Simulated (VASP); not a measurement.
# EuS (Fm-3m) in VASP: further runs

Runs on EuS. Level: PBE. Tasks: electric field gradients.

Everything below comes from runs of VASP 6.6.1. Logs are shortened: lines on timing, memory, paths and dates and some standing lists are left out, and cuts for length are marked.

## Step 1: The cell of the first run

The structure is cubic, space group Fm-3m (No. 225). Conventional cell: a = 5.836 Å, b = 5.836 Å, c = 5.836 Å, α = 90.00°, β = 90.00°, γ = 90.00°. Eu (site symmetry m-3m) has 6 S at 2.92 Å within 3.8 Å. Within 3.8 Å of S (site symmetry m-3m) lie 6 Eu at 2.92 Å.

## Step 2: Electric field gradients, PBE, collinear spin, ferromagnetic start (24.85 Å³/atom)

INCAR

```
PREC = Accurate
ENCUT = 520
EDIFF = 1E-8
ISMEAR = -1
SIGMA = 0.05
LREAL = False
LASPH = True
NELM = 200
ALGO = Normal
ISIF = 2
LWAVE = False
LCHARG = False
ISPIN = 2
MAGMOM = 7 0
LORBIT = 11
LMAXMIX = 6
GGA = PE
LEFG = True
NBANDS = 22
GGA_COMPAT = False
```

KPOINTS

```
regular mesh
0
Gamma
  10 10 10
```

POSCAR

```
EuS
1.0
    0.0000000000      2.9182144553      2.9182144553
    2.9182144553      0.0000000000      2.9182144553
    2.9182144553      2.9182144553      0.0000000000
Eu S
1 1
Direct
    0.0000000000      0.0000000000      0.0000000000
    0.5000000000      0.5000000000      0.5000000000
```

Potentials or basis: VASP PAW PBE potentials, release 64 (Eu, S).

Started as:

```sh
$ cat potpaw_PBE.64/Eu/POTCAR potpaw_PBE.64/S/POTCAR > POTCAR
$ mpirun -np 1 vasp_std > vasp.out
```

OUTCAR:

```text
PREC = Accurate
   ENCUT = 520
   EDIFF = 1E-8
   ISMEAR = -1
   LREAL = False
   LASPH = True
   NELM = 200
   ISIF = 2
   ISPIN = 2
   LORBIT = 11
   GGA = PE

 ion  position               nearest neighbor table
   1  0.000  0.000  0.000-   2 2.92   2 2.92   2 2.92   2 2.92   2 2.92   2 2.92
   2  0.500  0.500  0.500-   1 2.92   1 2.92   1 2.92   1 2.92   1 2.92   1 2.92

  LATTYP: Found a face centered cubic cell.
 ALAT       =     5.8364289106

  Lattice vectors:

 A1 = (   0.0000000000,   2.9182144553,   2.9182144553)
 A2 = (   2.9182144553,   0.0000000000,   2.9182144553)
 A3 = (   2.9182144553,   2.9182144553,   0.0000000000)

Analysis of symmetry for initial positions (statically):
=====================================================================
 Subroutine PRICEL returns:
 Original cell was already a primitive cell.

 Routine SETGRP: Setting up the symmetry group for a
 face centered cubic supercell.

 Subroutine GETGRP returns: Found 48 space group operations
 (whereof 48 operations were pure point group operations)
 out of a pool of 48 trial point group operations.

The static configuration has the point symmetry O_h .

Analysis of symmetry for dynamics (positions and initial velocities):
=====================================================================
 Subroutine PRICEL returns:
 Original cell was already a primitive cell.

 Routine SETGRP: Setting up the symmetry group for a
 face centered cubic supercell.

 Subroutine GETGRP returns: Found 48 space group operations
 (whereof 48 operations were pure point group operations)
 out of a pool of 48 trial point group operations.

The dynamic configuration has the point symmetry O_h .

Analysis of structural, dynamic, and magnetic symmetry:
=====================================================================
 Subroutine PRICEL returns:
 Original cell was already a primitive cell.

 Routine SETGRP: Setting up the symmetry group for a
 face centered cubic supercell.

 Subroutine GETGRP returns: Found 48 space group operations
 (whereof 48 operations were pure point group operations)
 out of a pool of 48 trial point group operations.

The overall configuration has the point symmetry O_h .

 Subroutine INISYM returns: Found 48 space group operations
 (whereof 48 operations are pure point group operations),
 and found     1 'primitive' translations

----------------------------------------------------------------------------------------

                                     Primitive cell

  volume of cell :      49.7029

  direct lattice vectors                    reciprocal lattice vectors
     0.000000000  2.918214455  2.918214455    -0.171337648  0.171337648  0.171337648
     2.918214455  0.000000000  2.918214455     0.171337648 -0.171337648  0.171337648
     2.918214455  2.918214455  0.000000000     0.171337648  0.171337648 -0.171337648

  length of vectors
     4.126978461  4.126978461  4.126978461     0.296765511  0.296765511  0.296765511

  position of ions in fractional coordinates (direct lattice)
     0.000000000  0.000000000  0.000000000
     0.500000000  0.500000000  0.500000000

  ion indices of the primitive-cell ions
   primitive index   ion index
                 1           1
                 2           2

----------------------------------------------------------------------------------------

 KPOINTS: regular mesh

Automatic generation of k-mesh.
 Grid dimensions read from file:
 generate k-points for:   10   10   10

 Generating k-lattice:

[... 58 lines left out ...]
   LASPH  =      T    aspherical Exc in radial PAW
   ENCUT  =  520.0 eV  38.22 Ry    6.18 a.u.   7.67  7.67  7.67*2*pi/ulx,y,z
   NELM   =    200;   NELMIN=  2; NELMDL= -5     # of ELM steps
   EDIFF  = 0.1E-07   stopping-criterion for ELM
   LREAL  =      F    real-space projection
   EDIFFG = 0.1E-06   stopping-criterion for IOM
   NSW    =      0    number of steps for IOM
   IBRION =     -1    ionic relax: 0-MD 1-quasi-New 2-CG
   NFREE  =      0    steps in history (QN), initial steepest desc. (CG)
   ISIF   =      2    stress and relaxation
   ISYM   =      2    0-nonsym 1-usesym 2-fastsym
   POTIM  = 0.5000    time-step for ionic-motion
   TEBEG  =    0.0;   TEEND  =   0.0 temperature during run
   PSTRESS=    0.0 pullay stress
   NELECT =      23.0000    total number of electrons
   NUPDOWN=      -1.0000    fix difference up-down
   EMIN   =  10.00;   EMAX   =-10.00  energy-range for DOS
   EFERMI =   0.00;   METHOD = LEGACY
   ISMEAR =    -1;   SIGMA  =   0.05  broadening in eV -4-tet -1-fermi 0-gaus
   EFERMI_NEDOS =   21; number of points for ismear=-14 and -15
   IALGO  =     38    algorithm
   IMIX   =      4    mixing-type and parameters
     AMIX     =   0.40;   BMIX     =  1.00
     AMIX_MAG =   1.60;   BMIX_MAG =  1.00
  volume/ion in A,a.u.               =      24.85       167.71
  Fermi-wavevector in a.u.,A,eV,Ry     =   1.266262  2.392888 21.815846  1.603419
  Thomas-Fermi vector in A             =   2.399472
   LORBIT       =     11    0 simple, 1 ext, 2 COOP (PROOUT), +10 PAW based schemes
   GGA     = PE    functional components
   LHFCALC =     F    Hartree Fock is set to
   AEXX    =    0.0000 exact exchange contribution
   IVDW    =     0    specifies the selected vdW correction
   LEPSILON=     F    determine dielectric tensor
   LRPA    =     F    only Hartree local field effects (RPA)
 spin polarized calculation
  energy-cutoff  :      520.00
  volume of cell :       49.70
 maximum number of plane-waves:      1363
   NGX = 15   NGY = 15   NGZ = 15

 number of electron      22.9999994 magnetization       6.9543101

 Free energy of the ion-electron system (eV)
  ---------------------------------------------------
  ext. energy  EPLUGINS =         0.00000000
  ---------------------------------------------------
  free energy    TOTEN  =       -19.92830272 eV

  energy without entropy =      -19.91606041  energy(sigma->0) =      -19.92218157

 E-fermi :   4.6653     XC(G=0):  -9.9355

 val. band max:        4.6609200641   @ k =   0.1000   0.1000   0.0000
 cond. band min:       4.6790962615   @ k =   0.5000   0.4000   0.0000
 fundamental gap:      0.0181761974
 Fermi energy:         4.6652889392

 spin component 1

 k-point     1 :       0.0000    0.0000    0.0000
  band No.  band energies     occupation
      1     -36.7847      1.00000
      2     -15.4744      1.00000
      3     -15.4744      1.00000
      4     -15.4744      1.00000
      5      -8.9814      1.00000
      6       1.8470      1.00000
[... 589 lines left out ...]
     21      10.9433      0.00000
     22      11.9856      0.00000

 [... further k-points ...]

 spin component 2

 k-point     1 :       0.0000    0.0000    0.0000
  band No.  band energies     occupation
      1     -33.7211      1.00000
      2     -13.2311      1.00000
      3     -13.2311      1.00000
      4     -13.2311      1.00000
      5      -8.9622      1.00000
      6       2.0312      1.00000
[... 589 lines left out ...]
     21      11.8143      0.00000
     22      12.7912      0.00000

 [... further k-points ...]

------------------------ aborting loop because EDIFF is reached ----------------------------------------

  FORCE on cell =-STRESS in cart. coord.  units (eV):
  Direction    XX          YY          ZZ          XY          YZ          ZX
  --------------------------------------------------------------------------------------
  -------------------------------------------------------------------------------------
  Total        0.0099906      0.0099906      0.0099906      0.0000000      0.0000000     -0.0000000
  in kB        0.3220467      0.3220467      0.3220467      0.0000000      0.0000000     -0.0000000
  external PRESSURE =       0.3220467 kB  Pullay stress =       0.0000000 kB

 VOLUME and BASIS-vectors are now :
 -----------------------------------------------------------------------------
  energy-cutoff  :      520.00
  volume of cell :       49.70
      direct lattice vectors                 reciprocal lattice vectors
     0.000000000  2.918214455  2.918214455    -0.171337648  0.171337648  0.171337648
     2.918214455  0.000000000  2.918214455     0.171337648 -0.171337648  0.171337648
     2.918214455  2.918214455  0.000000000     0.171337648  0.171337648 -0.171337648

 POSITION                                       TOTAL-FORCE (eV/Angst)
 -----------------------------------------------------------------------------------
      0.00000      0.00000      0.00000         0.000000      0.000000      0.000000
      2.91821      2.91821      2.91821         0.000000      0.000000      0.000000
 -----------------------------------------------------------------------------------
    total drift:                                0.000000     -0.000000     -0.000000

  FREE ENERGIE OF THE ION-ELECTRON SYSTEM (eV)
  ---------------------------------------------------
  free  energy   TOTEN  =       -19.9283027219 eV

  energy  without entropy=      -19.9160604082  energy(sigma->0) =      -19.92218157

 Electric field gradients (V/A^2)
---------------------------------------------------------------------
 ion       V_xx      V_yy      V_zz      V_xy      V_xz      V_yz
---------------------------------------------------------------------
   1       0.000     0.000     0.000    -0.000    -0.000    -0.000
   2      -0.000     0.000     0.000    -0.000    -0.000    -0.000
---------------------------------------------------------------------

 Electric field gradients after diagonalization (V/A^2)
 (convention: |V_zz| > |V_xx| > |V_yy|)
----------------------------------------------------------------------
 ion       V_xx      V_yy      V_zz     asymmetry (V_yy - V_xx)/ V_zz
----------------------------------------------------------------------
   1       0.000     0.000    -0.000       0.000
   2       0.000     0.000    -0.000       0.000
----------------------------------------------------------------------

           NMR quadrupolar parameters

 Cq : quadrupolar parameter    Cq=e*Q*V_zz/h
 eta: asymmetry parameters     (V_yy - V_xx)/ V_zz
 Q  : nuclear electric quadrupole moment in mb (millibarn)
----------------------------------------------------------------------
 ion       Cq(MHz)       eta       Q (mb)
----------------------------------------------------------------------
   1      -0.000       0.000       1.000
   2      -0.000       0.000       1.000
----------------------------------------------------------------------

 total charge

# of ion       s       p       d       f       tot
--------------------------------------------------
    1        2.030   5.759   0.349   6.624  14.761
    2        1.317   2.448   0.000   0.000   3.765
--------------------------------------------------
tot          3.347   8.208   0.349   6.624  18.527

 magnetization (x)

# of ion       s       p       d       f       tot
--------------------------------------------------
    1       -0.014  -0.112   0.101   6.587   6.561
    2       -0.008  -0.068   0.000   0.000  -0.075
--------------------------------------------------
tot         -0.022  -0.180   0.101   6.587   6.486
```

Wall time 2.2 min (1 thread of Oxide Virtual Turin-like, shared host); peak memory 0.23 GiB.

What came out:

- Free energy: -19.9283 eV
- Pressure: 0.0 GPa
- Net moment: 6.95 μB per cell
- Site moments: Eu +6.56; S -0.07 μB
- Largest electric field gradient by atom: under 0.05 V/Å² on every atom
- Valence electrons inside the program's atomic spheres: Eu 14.76; S 3.77

Caveat: spin-orbit coupling is left out, which moves the levels of the heavy elements; a cell with one magnetic atom can't hold antiferromagnetic order, which such compounds often take; semilocal functionals describe open f shells poorly, which spoils levels, moments and volumes.

## Step 3: Electric field gradients, PBE, collinear spin, ferromagnetic start (25.90 Å³/atom)

This run uses another cell than the first one, of 25.90 Å³/atom.

INCAR

```
PREC = Accurate
ENCUT = 520
EDIFF = 1E-8
ISMEAR = -1
SIGMA = 0.05
LREAL = F
LASPH = T
NELM = 200
ALGO = Normal
ISIF = 2
LWAVE = F
LCHARG = F
ISPIN = 2
MAGMOM = 7 0
LORBIT = 11
LMAXMIX = 6
GGA = PE
LEFG = T
NBANDS = 22
GGA_COMPAT = F
```

KPOINTS is that of step 2.

POSCAR

```
EuS
1.0
    0.0000000000      2.9585094648      2.9585094648
    2.9585094648      0.0000000000      2.9585094648
    2.9585094648      2.9585094648      0.0000000000
Eu S
1 1
Direct
    0.0000000000      0.0000000000      0.0000000000
    0.5000000000      0.5000000000      0.5000000000
```

Potentials or basis: VASP PAW PBE potentials, release 64 (Eu, S).

Started as:

```sh
$ cat potpaw_PBE.64/Eu/POTCAR potpaw_PBE.64/S/POTCAR > POTCAR
$ mpirun -np 1 vasp_std > vasp.out
```

OUTCAR:

```text
PREC = Accurate
   ENCUT = 520
   EDIFF = 1E-8
   ISMEAR = -1
   LREAL = F
   LASPH = T
   NELM = 200
   ISIF = 2
   ISPIN = 2
   LORBIT = 11
   GGA = PE

 ion  position               nearest neighbor table
   1  0.000  0.000  0.000-   2 2.96   2 2.96   2 2.96   2 2.96   2 2.96   2 2.96
   2  0.500  0.500  0.500-   1 2.96   1 2.96   1 2.96   1 2.96   1 2.96   1 2.96

  LATTYP: Found a face centered cubic cell.
 ALAT       =     5.9170189296

  Lattice vectors:

 A1 = (   0.0000000000,   2.9585094648,   2.9585094648)
 A2 = (   2.9585094648,   0.0000000000,   2.9585094648)
 A3 = (   2.9585094648,   2.9585094648,   0.0000000000)

Analysis of symmetry for initial positions (statically):
=====================================================================
 Subroutine PRICEL returns:
 Original cell was already a primitive cell.
[... 1421 lines left out ...]
 -----------------------------------------------------------------------------------
    total drift:                                0.000000     -0.000000     -0.000000

  FREE ENERGIE OF THE ION-ELECTRON SYSTEM (eV)
  ---------------------------------------------------
  free  energy   TOTEN  =       -19.9165927897 eV

  energy  without entropy=      -19.9049624163  energy(sigma->0) =      -19.91077760

 Electric field gradients (V/A^2)
---------------------------------------------------------------------
 ion       V_xx      V_yy      V_zz      V_xy      V_xz      V_yz
---------------------------------------------------------------------
   1      -0.000    -0.000    -0.000    -0.001    -0.001    -0.001
   2       0.000     0.000     0.000    -0.000    -0.000    -0.000
---------------------------------------------------------------------

 Electric field gradients after diagonalization (V/A^2)
 (convention: |V_zz| > |V_xx| > |V_yy|)
----------------------------------------------------------------------
 ion       V_xx      V_yy      V_zz     asymmetry (V_yy - V_xx)/ V_zz
----------------------------------------------------------------------
   1       0.001     0.001    -0.002       0.000
   2       0.000     0.000    -0.001       0.000
----------------------------------------------------------------------

           NMR quadrupolar parameters

 Cq : quadrupolar parameter    Cq=e*Q*V_zz/h
 eta: asymmetry parameters     (V_yy - V_xx)/ V_zz
 Q  : nuclear electric quadrupole moment in mb (millibarn)
----------------------------------------------------------------------
 ion       Cq(MHz)       eta       Q (mb)
----------------------------------------------------------------------
   1      -0.000       0.000       1.000
   2      -0.000       0.000       1.000
----------------------------------------------------------------------

 total charge

# of ion       s       p       d       f       tot
--------------------------------------------------
    1        2.028   5.758   0.319   6.644  14.749
    2        1.316   2.436   0.000   0.000   3.752
--------------------------------------------------
tot          3.344   8.194   0.319   6.644  18.501

 magnetization (x)

# of ion       s       p       d       f       tot
--------------------------------------------------
    1       -0.015  -0.113   0.095   6.612   6.580
    2       -0.007  -0.066   0.000   0.000  -0.073
--------------------------------------------------
tot         -0.022  -0.180   0.095   6.612   6.506
```

Wall time 2.6 min (1 thread of Oxide Virtual Turin-like, shared host); peak memory 0.23 GiB.

What came out:

- Free energy: -19.9166 eV
- Pressure: -2.0 GPa
- Band gap on the k mesh: zero (filled and empty bands overlap)
- Net moment: 6.97 μB per cell
- Site moments: Eu +6.58; S -0.07 μB
- Largest electric field gradient by atom: under 0.05 V/Å² on every atom
- Valence electrons inside the program's atomic spheres: Eu 14.75; S 3.75

Caveat: spin-orbit coupling is left out, which moves the levels of the heavy elements; a cell with one magnetic atom can't hold antiferromagnetic order, which such compounds often take; semilocal functionals describe open f shells poorly, which spoils levels, moments and volumes. With open d or f shells a metallic result of PBE can be an artefact of self-interaction; +U or a hybrid may open a gap.

[end of part 1 of 2]

The gap in the log of VASP goes by the Fermi energy; the results here count the filled bands.